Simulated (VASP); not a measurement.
Set up this calculation in VASP 6.6.1, as the native input.

```yaml
Task: single point
Functional: PBE
Dispersion: D3(BJ)
Potentials_or_basis: VASP PAW PBE potentials, release 64 (Mg_sv, O)
Cutoff: 840 eV
k_mesh: 10 × 10 × 10
Occupations: gaussian, width 0.02 eV
Spin: no spin polarisation
Dipole_correction: no
Further_INCAR_settings: ALGO = Normal; EDIFF = 1e-06; NBANDS = 15
```

The structure of MgO lies in POSCAR:

```
MgO
1.0
    0.0000000000      2.1041871137      2.1041871137
    2.1041871137      0.0000000000      2.1041871137
    2.1041871137      2.1041871137      0.0000000000
Mg O
1 1
Direct
    0.0000000000      0.0000000000      0.0000000000
    0.5000000000      0.5000000000      0.5000000000
```

The input as run:

INCAR

```
SYSTEM = MgO
PREC     = Accurate       ! precision mode
ENCUT    = 840            ! plane-wave cutoff, eV
EDIFF    = 1E-6           ! SCF threshold, eV
ISMEAR   = 0              ! smearing method
SIGMA    = 0.02           ! smearing width, eV
LREAL    = .FALSE.        ! projectors in reciprocal space
LASPH    = .TRUE.         ! aspherical terms in the spheres
NELM     = 120            ! most SCF steps
ALGO     = Normal         ! electronic algorithm
ISIF     = 2              ! what is computed and relaxed
LWAVE    = .FALSE.        ! write WAVECAR
LCHARG   = .FALSE.        ! write CHGCAR
GGA      = PE             ! functional
IVDW     = 12             ! dispersion correction
NBANDS   = 15             ! bands
GGA_COMPAT= .FALSE.
```

KPOINTS

```
Automatic mesh
0
G
  10 10 10
  0 0 0
```

Potentials or basis: VASP PAW PBE potentials, release 64 (Mg_sv, O).

The run is started by

```sh
$ cat potpaw_PBE.64/Mg_sv/POTCAR potpaw_PBE.64/O/POTCAR > POTCAR
$ mpirun -np 1 vasp_std > vasp.out
```

Results of the run:

- Pressure: 0.0 GPa
- Band gap on the k mesh: 4.77 eV
- Dispersion energy per atom: -0.294 eV

It took 18 s on 1 thread of Intel(R) Xeon(R) Platinum 8259CL CPU @ 2.50GHz (Skylake/Cascade Lake), with other jobs on the host, peak memory 0.17 GiB.
